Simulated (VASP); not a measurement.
# ScPb3Cl6 (Fm-3m) in VASP: further runs

ScPb3Cl6 is run at these levels: PBE; tasks: single point.

All numbers are computed with VASP 6.6.1; they aren't measurements. Logs are shortened: lines on timing, memory, paths and dates and some standing lists are left out, and cuts for length are marked.

## Step 1: The cell of the first run

Symmetry: Fm-3m, No. 225, cubic system. The conventional cell has a = 10.656 Å, b = 10.656 Å, c = 10.656 Å, α = 90.00°, β = 90.00°, γ = 90.00°. Pb (site symmetry -43m) has 12 Cl at 3.77 Å and 4 Pb at 4.61 Å and 4 Sc at 4.61 Å within 5.0 Å. Pb (site symmetry m-3m) has 6 Cl at 2.79 Å within 3.7 Å. Cl (site symmetry 4mm) has 1 Sc at 2.54 Å and 1 Pb at 2.79 Å within 3.3 Å. Within 3.3 Å of Sc (site symmetry m-3m) lie 6 Cl at 2.54 Å.

## Step 2: Single point, PBE

Contents of INCAR:

```
PREC = Accurate ; ENCUT = 520
EDIFF = 1E-7 ; ISMEAR = -1
SIGMA = 0.1312 ; LREAL = False
LASPH = True ; NELM = 60
ALGO = Normal ; ISIF = 2
LWAVE = False ; LCHARG = False
GGA = PE ; NBANDS = 58
```

Contents of KPOINTS:

```
regular mesh
0
Gamma
  3 3 3
```

Contents of POSCAR:

```
ScPb3Cl6
1.0
    0.0000000000      5.3279650000      5.3279650000
    5.3279650000      0.0000000000      5.3279650000
    5.3279650000      5.3279650000      0.0000000000
Pb Cl Sc
3 6 1
Direct
    0.2500000000      0.2500000000      0.2500000000
    0.7500000000      0.7500000000      0.7500000000
    0.5000000000      0.5000000000      0.5000000000
    0.2380000000      0.7620000000      0.7620000000
    0.7620000000      0.2380000000      0.7620000000
    0.7620000000      0.2380000000      0.2380000000
    0.2380000000      0.7620000000      0.2380000000
    0.7620000000      0.7620000000      0.2380000000
    0.2380000000      0.2380000000      0.7620000000
    0.0000000000      0.0000000000      0.0000000000
```

Potentials or basis: VASP PAW PBE potentials, release 64 (Pb_d, Cl, Sc_sv).

Command:

```console
$ cat potpaw_PBE.64/Pb_d/POTCAR potpaw_PBE.64/Cl/POTCAR potpaw_PBE.64/Sc_sv/POTCAR > POTCAR
$ mpirun -np 1 vasp_std > vasp.out
```

OUTCAR:

```text
PREC = Accurate
   ENCUT = 520
   EDIFF = 1E-7
   ISMEAR = -1
   LREAL = False
   LASPH = True
   NELM = 60
   ISIF = 2
   GGA = PE

 ion  position               nearest neighbor table
   1  0.250  0.250  0.250-
   2  0.750  0.750  0.750-
   3  0.500  0.500  0.500-   4 2.79   5 2.79   6 2.79   7 2.79   8 2.79   9 2.79
   4  0.238  0.762  0.762-  10 2.54   3 2.79
   5  0.762  0.238  0.762-  10 2.54   3 2.79
   6  0.762  0.238  0.238-  10 2.54   3 2.79
   7  0.238  0.762  0.238-  10 2.54   3 2.79
   8  0.762  0.762  0.238-  10 2.54   3 2.79
   9  0.238  0.238  0.762-  10 2.54   3 2.79
  10  0.000  0.000  0.000-   4 2.54   5 2.54   6 2.54   7 2.54   8 2.54   9 2.54

  LATTYP: Found a face centered cubic cell.
 ALAT       =    10.6559300000

  Lattice vectors:

 A1 = (   0.0000000000,   5.3279650000,   5.3279650000)
 A2 = (   5.3279650000,   0.0000000000,   5.3279650000)
 A3 = (   5.3279650000,   5.3279650000,   0.0000000000)

Analysis of symmetry for initial positions (statically):
=====================================================================
 Subroutine PRICEL returns:
 Original cell was already a primitive cell.

 Routine SETGRP: Setting up the symmetry group for a
 face centered cubic supercell.

 Subroutine GETGRP returns: Found 48 space group operations
 (whereof 48 operations were pure point group operations)
 out of a pool of 48 trial point group operations.

The static configuration has the point symmetry O_h .

Analysis of symmetry for dynamics (positions and initial velocities):
=====================================================================
 Subroutine PRICEL returns:
 Original cell was already a primitive cell.

 Routine SETGRP: Setting up the symmetry group for a
 face centered cubic supercell.

 Subroutine GETGRP returns: Found 48 space group operations
 (whereof 48 operations were pure point group operations)
 out of a pool of 48 trial point group operations.

The dynamic configuration has the point symmetry O_h .

 Subroutine INISYM returns: Found 48 space group operations
 (whereof 48 operations are pure point group operations),
 and found     1 'primitive' translations

----------------------------------------------------------------------------------------

                                     Primitive cell

  volume of cell :     302.4921

  direct lattice vectors                    reciprocal lattice vectors
     0.000000000  5.327965000  5.327965000    -0.093844460  0.093844460  0.093844460
     5.327965000  0.000000000  5.327965000     0.093844460 -0.093844460  0.093844460
     5.327965000  5.327965000  0.000000000     0.093844460  0.093844460 -0.093844460

  length of vectors
     7.534880363  7.534880363  7.534880363     0.162543373  0.162543373  0.162543373

  position of ions in fractional coordinates (direct lattice)
     0.250000000  0.250000000  0.250000000
     0.750000000  0.750000000  0.750000000
     0.500000000  0.500000000  0.500000000
     0.238000000  0.762000000  0.762000000
     0.762000000  0.238000000  0.762000000
     0.762000000  0.238000000  0.238000000
     0.238000000  0.762000000  0.238000000
     0.762000000  0.762000000  0.238000000
     0.238000000  0.238000000  0.762000000
     0.000000000  0.000000000  0.000000000

  ion indices of the primitive-cell ions
   primitive index   ion index
                 1           1
                 2           2
                 3           3
                 4           4
                 5           5
                 6           6
                 7           7
                 8           8
                 9           9
                10          10

----------------------------------------------------------------------------------------

 KPOINTS: regular mesh

Automatic generation of k-mesh.
 Grid dimensions read from file:
 generate k-points for:    3    3    3

 Generating k-lattice:

  Cartesian coordinates                     Fractional coordinates (reciprocal lattice)
    -0.031281487  0.031281487  0.031281487     0.333333333  0.000000000  0.000000000
     0.031281487 -0.031281487  0.031281487     0.000000000  0.333333333  0.000000000
     0.031281487  0.031281487 -0.031281487     0.000000000  0.000000000  0.333333333

  Length of vectors
     0.054181124  0.054181124  0.054181124

  Shift w.r.t. Gamma in fractional coordinates (k-lattice)
     0.000000000  0.000000000  0.000000000

 Subroutine IBZKPT returns following result:
 ===========================================

 Found      4 irreducible k-points:

 Following reciprocal coordinates:
            Coordinates               Weight
  0.000000  0.000000  0.000000      1.000000
  0.333333  0.000000  0.000000      8.000000
  0.333333  0.333333  0.000000      6.000000
 -0.333333  0.333333  0.000000     12.000000
   k-points           NKPTS =      4   k-points in BZ     NKDIM =      4   number of bands    NBANDS=     58
   number of dos      NEDOS =    301   number of ions     NIONS =     10
   total plane-waves  NPLWV = 175616
   dimension x,y,z NGX =    56 NGY =   56 NGZ =   56
   dimension x,y,z NGXF=   112 NGYF=  112 NGZF=  112
   ions per type =               3   6   1
   NGX,Y,Z   is equivalent  to a cutoff of  12.36, 12.36, 12.36 a.u.
   NGXF,Y,Z  is equivalent  to a cutoff of  24.71, 24.71, 24.71 a.u.
 SYSTEM =  unknown system
   PREC   = accura    normal or accurate (medium, high low for compatibility)
   ISTART =      0    job   : 0-new  1-cont  2-samecut
   ICHARG =      2    charge: 1-file 2-atom 10-const
   ISPIN  =      1    spin polarized calculation?
   LNONCOLLINEAR =      F non collinear calculations
   LSORBIT =      F    spin-orbit coupling
   LASPH  =      T    aspherical Exc in radial PAW
   ENCUT  =  520.0 eV  38.22 Ry    6.18 a.u.  14.01 14.01 14.01*2*pi/ulx,y,z
   NELM   =     60;   NELMIN=  2; NELMDL= -5     # of ELM steps
   EDIFF  = 0.1E-06   stopping-criterion for ELM
   LREAL  =      F    real-space projection
   EDIFFG = 0.1E-05   stopping-criterion for IOM
   NSW    =      0    number of steps for IOM
   IBRION =     -1    ionic relax: 0-MD 1-quasi-New 2-CG
   NFREE  =      0    steps in history (QN), initial steepest desc. (CG)
   ISIF   =      2    stress and relaxation
   ISYM   =      2    0-nonsym 1-usesym 2-fastsym
   POTIM  = 0.5000    time-step for ionic-motion
   TEBEG  =    0.0;   TEEND  =   0.0 temperature during run
   PSTRESS=    0.0 pullay stress
   NELECT =      95.0000    total number of electrons
   NUPDOWN=      -1.0000    fix difference up-down
   EMIN   =  10.00;   EMAX   =-10.00  energy-range for DOS
   EFERMI =   0.00;   METHOD = LEGACY
   ISMEAR =    -1;   SIGMA  =   0.13  broadening in eV -4-tet -1-fermi 0-gaus
   EFERMI_NEDOS =   21; number of points for ismear=-14 and -15
   IALGO  =     38    algorithm
   IMIX   =      4    mixing-type and parameters
     AMIX     =   0.40;   BMIX     =  1.00
     AMIX_MAG =   1.60;   BMIX_MAG =  1.00
  volume/ion in A,a.u.               =      30.25       204.13
  Fermi-wavevector in a.u.,A,eV,Ry     =   1.112785  2.102859 16.847970  1.238291
  Thomas-Fermi vector in A             =   2.249363
   LORBIT       =      0    0 simple, 1 ext, 2 COOP (PROOUT), +10 PAW based schemes
   GGA     = PE    functional components
   LHFCALC =     F    Hartree Fock is set to
   AEXX    =    0.0000 exact exchange contribution
   IVDW    =     0    specifies the selected vdW correction
   LEPSILON=     F    determine dielectric tensor
   LRPA    =     F    only Hartree local field effects (RPA)
 non-spin polarized calculation
  energy-cutoff  :      520.00
  volume of cell :      302.49
 maximum number of plane-waves:      8154
   NGX = 29   NGY = 29   NGZ = 29

 number of electron      95.0000012 magnetization

 Free energy of the ion-electron system (eV)
  ---------------------------------------------------
  ext. energy  EPLUGINS =         0.00000000
  ---------------------------------------------------
  free energy    TOTEN  =       -37.30116921 eV

  energy without entropy =      -36.78284989  energy(sigma->0) =      -37.04200955

 E-fermi :   4.3176     XC(G=0):  -8.5164

 val. band max:        4.2997764100   @ k =  -0.3333   0.3333   0.0000
 cond. band min:       4.3734209963   @ k =   0.3333   0.0000   0.0000
 fundamental gap:      0.0736445863
 Fermi energy:         4.3176336250

 k-point     1 :       0.0000    0.0000    0.0000
  band No.  band energies     occupation
      1     -47.1448      2.00000
      2     -25.7697      2.00000
      3     -25.7697      2.00000
      4     -25.7697      2.00000
      5     -14.3213      2.00000
      6     -14.3213      2.00000
[... 50 lines left out ...]
     57       5.9373      0.00001
     58       5.9373      0.00001

 k-point     2 :       0.3333    0.0000    0.0000
  band No.  band energies     occupation
      1     -47.1448      2.00000
      2     -25.7698      2.00000
      3     -25.7697      2.00000
      4     -25.7697      2.00000
      5     -14.3214      2.00000
      6     -14.3214      2.00000
[... 50 lines left out ...]
     57       5.3246      0.00093
     58       5.9753      0.00001

 k-point     3 :       0.3333    0.3333    0.0000
  band No.  band energies     occupation
      1     -47.1448      2.00000
      2     -25.7697      2.00000
      3     -25.7697      2.00000
      4     -25.7697      2.00000
      5     -14.3269      2.00000
      6     -14.3206      2.00000
[... 50 lines left out ...]
     57       6.3954      0.00000
     58       6.3985      0.00000

 k-point     4 :      -0.3333    0.3333    0.0000
  band No.  band energies     occupation
      1     -47.1448      2.00000
      2     -25.7698      2.00000
      3     -25.7697      2.00000
      4     -25.7697      2.00000
      5     -14.3265      2.00000
      6     -14.3211      2.00000
[... 50 lines left out ...]
     57       5.7596      0.00003
     58       6.6543      0.00000

------------------------ aborting loop because EDIFF is reached ----------------------------------------

  FORCE on cell =-STRESS in cart. coord.  units (eV):
  Direction    XX          YY          ZZ          XY          YZ          ZX
  --------------------------------------------------------------------------------------
  -------------------------------------------------------------------------------------
  Total        1.2948745      1.2948745      1.2948745      0.0000000      0.0000000     -0.0000000
  in kB        6.8584217      6.8584217      6.8584217      0.0000000      0.0000000     -0.0000000
  external PRESSURE =       6.8584217 kB  Pullay stress =       0.0000000 kB

 VOLUME and BASIS-vectors are now :
 -----------------------------------------------------------------------------
  energy-cutoff  :      520.00
  volume of cell :      302.49
      direct lattice vectors                 reciprocal lattice vectors
     0.000000000  5.327965000  5.327965000    -0.093844460  0.093844460  0.093844460
     5.327965000  0.000000000  5.327965000     0.093844460 -0.093844460  0.093844460
     5.327965000  5.327965000  0.000000000     0.093844460  0.093844460 -0.093844460

 POSITION                                       TOTAL-FORCE (eV/Angst)
 -----------------------------------------------------------------------------------
      2.66398      2.66398      2.66398         0.000000      0.000000      0.000000
      7.99195      7.99195      7.99195        -0.000000     -0.000000      0.000000
      5.32796      5.32796      5.32796        -0.000000      0.000000      0.000000
      8.11982      5.32797      5.32797         0.493893      0.000000      0.000000
      5.32797      8.11982      5.32797        -0.000000      0.493893      0.000000
      2.53611      5.32797      5.32797        -0.493893      0.000000      0.000000
      5.32797      2.53611      5.32797        -0.000000     -0.493893      0.000000
      5.32797      5.32797      8.11982        -0.000000      0.000000      0.493893
      5.32797      5.32797      2.53611        -0.000000      0.000000     -0.493893
      0.00000      0.00000      0.00000        -0.000000      0.000000      0.000000
 -----------------------------------------------------------------------------------
    total drift:                                0.000000      0.000000      0.000000

  FREE ENERGIE OF THE ION-ELECTRON SYSTEM (eV)
  ---------------------------------------------------
  free  energy   TOTEN  =       -37.3011692089 eV

  energy  without entropy=      -36.7828498888  energy(sigma->0) =      -37.04200955
```

Run time: 2.2 min. Hardware: 1 thread of Intel Xeon Platinum 8488C (Sapphire Rapids), shared host; peak memory 0.45 GiB.

Results:

```
Free energy            : -37.3012 eV
Pressure               : 0.7 GPa
Largest force          : 0.494 eV/Å
Band gap on the k mesh : zero (an odd number of electrons rules out a gap without spin polarisation)
```

Forces on the atoms (eV/Å):
```
Pb   0.000  0.000  0.000
Pb   0.000  0.000  0.000
Pb   0.000  0.000  0.000
Cl   0.494  0.000  0.000
Cl   0.000  0.494  0.000
Cl  -0.494  0.000  0.000
Cl   0.000 -0.494  0.000
Cl   0.000  0.000  0.494
Cl   0.000  0.000 -0.494
Sc   0.000  0.000  0.000
```

Caveat: spin-orbit coupling is left out, which moves the levels of the heavy elements; an odd number of electrons without spin polarisation forces a metal; a magnetic or distorted state may lie lower.

(Part 1 of 2 ends here.)
